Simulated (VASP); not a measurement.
# In3As (Pm-3m) in VASP: a series of runs

Runs on In3As. Level: LDA. Tasks: single point, relaxation of cell and atoms.

Program: VASP 6.6.1. These are calculated values, not measurements. Logs are shortened: lines on timing, memory, paths and dates and some standing lists are left out, and cuts for length are marked.

## (1) The cell of the first run

Symmetry: Pm-3m, No. 221, cubic system. Conventional cell: a = 4.527 Å, b = 4.527 Å, c = 4.527 Å, α = 90.00°, β = 90.00°, γ = 90.00°. In (site symmetry 4/mmm) has 8 In at 3.20 Å and 4 As at 3.20 Å within 4.2 Å. Within 4.2 Å of As (site symmetry m-3m) lie 12 In at 3.20 Å.

## (2) Single point, LDA

INCAR

```
ALGO     = Fast           # electronic algorithm
EDIFF    = 1E-7           # SCF threshold, eV
ENCUT    = 520            # plane-wave cutoff, eV
GGA      = CA             # functional
ISIF     = 2              # what is computed and relaxed
ISMEAR   = 0              # smearing method
LASPH    = T              # aspherical terms in the spheres
LCHARG   = F              # write CHGCAR
LREAL    = F              # projectors in reciprocal space
LWAVE    = F              # write WAVECAR
NBANDS   = 30             # bands
NELM     = 100            # most SCF steps
PREC     = Accurate       # precision mode
SIGMA    = 0.1            # smearing width, eV
```

KPOINTS

```
k-points
0
Gamma
  10 10 10
```

POSCAR

```
In3As
1.0
    4.5273568029      0.0000000000      0.0000000000
    0.0000000000      4.5273568029      0.0000000000
    0.0000000000      0.0000000000      4.5273568029
In As
3 1
Direct
    0.0000000000      0.5000000000      0.5000000000
    0.5000000000      0.0000000000      0.5000000000
    0.5000000000      0.5000000000      0.0000000000
    0.0000000000      0.0000000000      0.0000000000
```

Potentials or basis: VASP PAW LDA potentials, release 64 (In_d, As).

On the command line:

```
> cat potpaw_LDA.64/In_d/POTCAR potpaw_LDA.64/As/POTCAR > POTCAR
> mpirun -np 1 vasp_std > vasp.out
```

OUTCAR:

```text
EDIFF = 1E-7
   ENCUT = 520
   GGA = CA
   ISIF = 2
   ISMEAR = 0
   LASPH = T
   LREAL = F
   NELM = 100
   PREC = Accurate

 ion  position               nearest neighbor table
   1  0.000  0.500  0.500-   2 3.20   3 3.20   4 3.20   3 3.20   4 3.20   2 3.20   4 3.20   4 3.20
                             2 3.20   3 3.20   3 3.20   2 3.20
   2  0.500  0.000  0.500-   1 3.20   3 3.20   4 3.20   3 3.20   4 3.20   1 3.20   3 3.20   3 3.20
                             1 3.20   4 3.20   4 3.20   1 3.20
   3  0.500  0.500  0.000-   1 3.20   2 3.20   4 3.20   1 3.20   2 3.20   2 3.20   4 3.20   2 3.20
                             1 3.20   4 3.20   1 3.20   4 3.20
   4  0.000  0.000  0.000-   1 3.20   2 3.20   3 3.20   1 3.20   2 3.20   1 3.20   3 3.20   1 3.20
                             2 3.20   3 3.20   2 3.20   3 3.20

  LATTYP: Found a simple cubic cell.
 ALAT       =     4.5273568029

  Lattice vectors:

 A1 = (   4.5273568029,   0.0000000000,   0.0000000000)
 A2 = (   0.0000000000,   4.5273568029,   0.0000000000)
 A3 = (   0.0000000000,   0.0000000000,   4.5273568029)

Analysis of symmetry for initial positions (statically):
=====================================================================
 Subroutine PRICEL returns:
 Original cell was already a primitive cell.

 Routine SETGRP: Setting up the symmetry group for a
 simple cubic supercell.

 Subroutine GETGRP returns: Found 48 space group operations
 (whereof 48 operations were pure point group operations)
 out of a pool of 48 trial point group operations.

The static configuration has the point symmetry O_h .

Analysis of symmetry for dynamics (positions and initial velocities):
=====================================================================
 Subroutine PRICEL returns:
 Original cell was already a primitive cell.

 Routine SETGRP: Setting up the symmetry group for a
 simple cubic supercell.

 Subroutine GETGRP returns: Found 48 space group operations
 (whereof 48 operations were pure point group operations)
 out of a pool of 48 trial point group operations.

The dynamic configuration has the point symmetry O_h .

 Subroutine INISYM returns: Found 48 space group operations
 (whereof 48 operations are pure point group operations),
 and found     1 'primitive' translations

----------------------------------------------------------------------------------------

                                     Primitive cell

  volume of cell :      92.7970

  direct lattice vectors                    reciprocal lattice vectors
     4.527356803  0.000000000  0.000000000     0.220879432  0.000000000  0.000000000
     0.000000000  4.527356803  0.000000000     0.000000000  0.220879432  0.000000000
     0.000000000  0.000000000  4.527356803     0.000000000  0.000000000  0.220879432

  length of vectors
     4.527356803  4.527356803  4.527356803     0.220879432  0.220879432  0.220879432

  position of ions in fractional coordinates (direct lattice)
     0.000000000  0.500000000  0.500000000
     0.500000000  0.000000000  0.500000000
     0.500000000  0.500000000  0.000000000
     0.000000000  0.000000000  0.000000000

  ion indices of the primitive-cell ions
   primitive index   ion index
                 1           1
                 2           2
                 3           3
                 4           4

----------------------------------------------------------------------------------------

 KPOINTS: k-points

Automatic generation of k-mesh.
 Grid dimensions read from file:
 generate k-points for:   10   10   10

 Generating k-lattice:

  Cartesian coordinates                     Fractional coordinates (reciprocal lattice)
     0.022087943  0.000000000  0.000000000     0.100000000  0.000000000  0.000000000
     0.000000000  0.022087943  0.000000000     0.000000000  0.100000000  0.000000000
     0.000000000  0.000000000  0.022087943     0.000000000  0.000000000  0.100000000

  Length of vectors
     0.022087943  0.022087943  0.022087943

  Shift w.r.t. Gamma in fractional coordinates (k-lattice)
     0.000000000  0.000000000  0.000000000

 Subroutine IBZKPT returns following result:
 ===========================================

 Found     56 irreducible k-points:

 Following reciprocal coordinates:
            Coordinates               Weight
  0.000000  0.000000  0.000000      1.000000
  0.100000  0.000000  0.000000      6.000000
  0.200000  0.000000  0.000000      6.000000
  0.300000  0.000000  0.000000      6.000000
  0.400000  0.000000  0.000000      6.000000
  0.500000  0.000000  0.000000      3.000000
[... 16 lines left out ...]
  0.200000  0.100000  0.100000     24.000000
  0.300000  0.100000  0.100000     24.000000
 [... further k-points ...]
   k-points           NKPTS =     56   k-points in BZ     NKDIM =     56   number of bands    NBANDS=     30
   number of dos      NEDOS =    301   number of ions     NIONS =      4
   total plane-waves  NPLWV =  46656
   dimension x,y,z NGX =    36 NGY =   36 NGZ =   36
   dimension x,y,z NGXF=    72 NGYF=   72 NGZF=   72
   ions per type =               3   1
   NGX,Y,Z   is equivalent  to a cutoff of  13.22, 13.22, 13.22 a.u.
   NGXF,Y,Z  is equivalent  to a cutoff of  26.44, 26.44, 26.44 a.u.
 SYSTEM =  unknown system
   PREC   = accura    normal or accurate (medium, high low for compatibility)
   ISTART =      0    job   : 0-new  1-cont  2-samecut
   ICHARG =      2    charge: 1-file 2-atom 10-const
   ISPIN  =      1    spin polarized calculation?
   LNONCOLLINEAR =      F non collinear calculations
   LSORBIT =      F    spin-orbit coupling
   LASPH  =      T    aspherical Exc in radial PAW
   ENCUT  =  520.0 eV  38.22 Ry    6.18 a.u.   8.42  8.42  8.42*2*pi/ulx,y,z
   NELM   =    100;   NELMIN=  2; NELMDL= -5     # of ELM steps
   EDIFF  = 0.1E-06   stopping-criterion for ELM
   LREAL  =      F    real-space projection
   EDIFFG = 0.1E-05   stopping-criterion for IOM
   NSW    =      0    number of steps for IOM
   IBRION =     -1    ionic relax: 0-MD 1-quasi-New 2-CG
   NFREE  =      0    steps in history (QN), initial steepest desc. (CG)
   ISIF   =      2    stress and relaxation
   ISYM   =      2    0-nonsym 1-usesym 2-fastsym
   POTIM  = 0.5000    time-step for ionic-motion
   TEBEG  =    0.0;   TEEND  =   0.0 temperature during run
   PSTRESS=    0.0 pullay stress
   NELECT =      44.0000    total number of electrons
   NUPDOWN=      -1.0000    fix difference up-down
   EMIN   =  10.00;   EMAX   =-10.00  energy-range for DOS
   EFERMI =   0.00;   METHOD = LEGACY
   ISMEAR =     0;   SIGMA  =   0.10  broadening in eV -4-tet -1-fermi 0-gaus
   EFERMI_NEDOS =   21; number of points for ismear=-14 and -15
   IALGO  =     68    algorithm
   IMIX   =      4    mixing-type and parameters
     AMIX     =   0.40;   BMIX     =  1.00
     AMIX_MAG =   1.60;   BMIX_MAG =  1.00
  volume/ion in A,a.u.               =      23.20       156.56
  Fermi-wavevector in a.u.,A,eV,Ry     =   1.276579  2.412384 22.172785  1.629654
  Thomas-Fermi vector in A             =   2.409227
   LORBIT       =      0    0 simple, 1 ext, 2 COOP (PROOUT), +10 PAW based schemes
   GGA     = CA    functional components
   LHFCALC =     F    Hartree Fock is set to
   AEXX    =    0.0000 exact exchange contribution
   IVDW    =     0    specifies the selected vdW correction
   LEPSILON=     F    determine dielectric tensor
   LRPA    =     F    only Hartree local field effects (RPA)
 non-spin polarized calculation
 RMM-DIIS sequential band-by-band and
 Gauss-broadening in eV      SIGMA  =   0.10
  energy-cutoff  :      520.00
  volume of cell :       92.80
 maximum number of plane-waves:      2517
 NGX is ok and might be reduce to    36
   NGX = 17   NGY = 17   NGZ = 17

 number of electron      44.0000040 magnetization

 Free energy of the ion-electron system (eV)
  ---------------------------------------------------
  ext. energy  EPLUGINS =         0.00000000
  ---------------------------------------------------
  free energy    TOTEN  =       -14.71363639 eV

  energy without entropy =      -14.70044378  energy(sigma->0) =      -14.70704008

 E-fermi :   7.5031     XC(G=0): -10.8383

 val. band max:        7.4880009939   @ k =   0.4000   0.2000   0.2000
 cond. band min:       7.5049400996   @ k =   0.2000   0.2000   0.1000
 fundamental gap:      0.0169391058
 Fermi energy:         7.5031014434

 k-point     1 :       0.0000    0.0000    0.0000
  band No.  band energies     occupation
      1      -7.3097      2.00000
      2      -7.2778      2.00000
      3      -7.2778      2.00000
      4      -7.2778      2.00000
      5      -7.0705      2.00000
      6      -7.0705      2.00000
[... 22 lines left out ...]
     29      13.9061      0.00000
     30      15.0705      0.00000

 k-point     2 :       0.1000    0.0000    0.0000
  band No.  band energies     occupation
      1      -7.2963      2.00000
      2      -7.2750      2.00000
      3      -7.2638      2.00000
      4      -7.2638      2.00000
      5      -7.0684      2.00000
      6      -7.0603      2.00000
[... 22 lines left out ...]
     29      14.2222      0.00000
     30      15.1129      0.00000

 k-point     3 :       0.2000    0.0000    0.0000
  band No.  band energies     occupation
      1      -7.2675      2.00000
      2      -7.2585      2.00000
      3      -7.2227      2.00000
      4      -7.2227      2.00000
      5      -7.0624      2.00000
      6      -7.0313      2.00000
[... 22 lines left out ...]
     29      14.8168      0.00000
     30      15.2344      0.00000

 k-point     4 :       0.3000    0.0000    0.0000
  band No.  band energies     occupation
      1      -7.2578      2.00000
      2      -7.2036      2.00000
      3      -7.1578      2.00000
      4      -7.1578      2.00000
      5      -7.0536      2.00000
      6      -6.9887      2.00000
[... 616 lines left out ...]
     29      14.4566      0.00000
     30      15.3584      0.00000

 k-point    23 :       0.2000    0.1000    0.1000
  band No.  band energies     occupation
      1      -7.2570      2.00000
      2      -7.2318      2.00000
      3      -7.2082      2.00000
      4      -7.2027      2.00000
      5      -7.0453      2.00000
      6      -7.0210      2.00000
[... 22 lines left out ...]
     29      14.3569      0.00000
     30      14.9843      0.00000

 k-point    24 :       0.3000    0.1000    0.1000
  band No.  band energies     occupation
      1      -7.2387      2.00000
      2      -7.1927      2.00000
      3      -7.1515      2.00000
      4      -7.1392      2.00000
      5      -7.0373      2.00000
      6      -6.9775      2.00000
[... 22 lines left out ...]
     29      13.3556      0.00000
     30      15.4766      0.00000

 [... further k-points ...]

------------------------ aborting loop because EDIFF is reached ----------------------------------------

  FORCE on cell =-STRESS in cart. coord.  units (eV):
  Direction    XX          YY          ZZ          XY          YZ          ZX
  --------------------------------------------------------------------------------------
  -------------------------------------------------------------------------------------
  Total        0.0398991      0.0398991      0.0398991      0.0000000      0.0000000      0.0000000
  in kB        0.6888743      0.6888743      0.6888743      0.0000000      0.0000000      0.0000000
  external PRESSURE =       0.6888743 kB  Pullay stress =       0.0000000 kB

 VOLUME and BASIS-vectors are now :
 -----------------------------------------------------------------------------
  energy-cutoff  :      520.00
  volume of cell :       92.80
      direct lattice vectors                 reciprocal lattice vectors
     4.527356803  0.000000000  0.000000000     0.220879432  0.000000000  0.000000000
     0.000000000  4.527356803  0.000000000     0.000000000  0.220879432  0.000000000
     0.000000000  0.000000000  4.527356803     0.000000000  0.000000000  0.220879432

 POSITION                                       TOTAL-FORCE (eV/Angst)
 -----------------------------------------------------------------------------------
      0.00000      2.26368      2.26368         0.000000      0.000000      0.000000
      2.26368      0.00000      2.26368         0.000000      0.000000      0.000000
      2.26368      2.26368      0.00000         0.000000      0.000000      0.000000
      0.00000      0.00000      0.00000         0.000000      0.000000      0.000000
 -----------------------------------------------------------------------------------
    total drift:                                0.000000      0.000000      0.000000

  FREE ENERGIE OF THE ION-ELECTRON SYSTEM (eV)
  ---------------------------------------------------
  free  energy   TOTEN  =       -14.7136363853 eV

  energy  without entropy=      -14.7004437786  energy(sigma->0) =      -14.70704008
```

It took 81 s on 1 thread of Intel Xeon 6975P-C (Granite Rapids), shared host; peak memory 0.25 GiB.

What came out:

```
Free energy            : -14.7136 eV
Pressure               : 0.1 GPa
Band gap on the k mesh : zero (bands 22 and 23 overlap by 4.37 eV)
```

Levels at points of the mesh, in eV from the Fermi level:
```tsv
k point	band 20	band 21	band 22	band 23	band 24	band 25
(0.00, 0.00, 0.00)	-3.26	-1.85	-1.85	2.13	2.13	2.13
(0.50, 0.00, 0.00)	-1.81	-1.03	-0.22	-0.22	-0.02	1.33
(0.50, 0.50, 0.00)	-0.88	-0.50	0.56	0.56	1.89	1.89
(0.50, 0.50, 0.50)	-4.38	-4.38	-4.38	-3.78	5.05	5.05
```

Caveat: spin-orbit coupling is left out, which moves the levels of the heavy elements.

## (3) Relaxation of cell and atoms, LDA

INCAR

```
  PREC = Accurate
  ENCUT = 600
  EDIFF = 1E-6
  ISMEAR = 0
  SIGMA = 0.1
  LREAL = F
  LASPH = T
  NELM = 60
  ALGO = Fast
  ISIF = 3
  LWAVE = F
  LCHARG = F
  GGA = CA
  IBRION = 2
  NSW = 100
  EDIFFG = -0.005
```

KPOINTS

```
Automatic mesh
0
Gamma
  10 10 10
```

POSCAR is that of step 2.

Potentials or basis: VASP PAW LDA potentials, release 64 (In_d, As).

On the command line:

```
> cat potpaw_LDA.64/In_d/POTCAR potpaw_LDA.64/As/POTCAR > POTCAR
> mpirun -np 1 vasp_std > vasp.out
```

Wall time 84 s (1 thread of Intel Xeon 6975P-C (Granite Rapids), shared host); peak memory 0.28 GiB.

The run converged. Its results:

| Property | Result |
| --- | --- |
| Free energy | -14.7137 eV |
| Relaxed volume | 23.27 Å³/atom |
| Relaxed cell | a = 4.532 Å, b = 4.532 Å, c = 4.532 Å, α = 90.00°, β = 90.00°, γ = 90.00° |
| Space group after relaxing (to 0.1 Å) | Pm-3m (No. 221) |
| Energy gained by relaxing | 0.0 meV/atom |
| Ionic steps | 2 |
| Pressure after relaxing | 0.0 GPa |
| Band gap on the k mesh | zero (bands 22 and 23 overlap by 4.35 eV) |

Final structure:
```
In As
1.0
     4.53217    0.00000    0.00000
     0.00000    4.53217    0.00000
     0.00000    0.00000    4.53217
In As
3 1
Direct
  0.00000 0.50000 0.50000
  0.50000 0.00000 0.50000
  0.50000 0.50000 0.00000
  0.00000 0.00000 0.00000
```

Levels at points of the mesh, in eV from the Fermi level:
| k point | band 18 | band 19 | band 20 | band 21 | band 22 | band 23 | band 24 | band 25 | band 26 |
| --- | --- | --- | --- | --- | --- | --- | --- | --- | --- |
| (0.00, 0.00, 0.00) | -3.24 | -3.24 | -3.24 | -1.85 | -1.85 | 2.13 | 2.13 | 2.13 | 4.68 |
| (0.50, 0.00, 0.00) | -4.43 | -1.80 | -1.80 | -1.04 | -0.21 | -0.21 | -0.02 | 1.34 | 4.95 |
| (0.50, 0.50, 0.00) | -6.35 | -6.25 | -0.87 | -0.49 | 0.56 | 0.56 | 1.89 | 1.89 | 1.91 |
| (0.50, 0.50, 0.50) | -4.44 | -4.44 | -4.38 | -4.38 | -4.38 | -3.76 | 5.04 | 5.04 | 5.04 |

Caveat: spin-orbit coupling is left out, which moves the levels of the heavy elements.
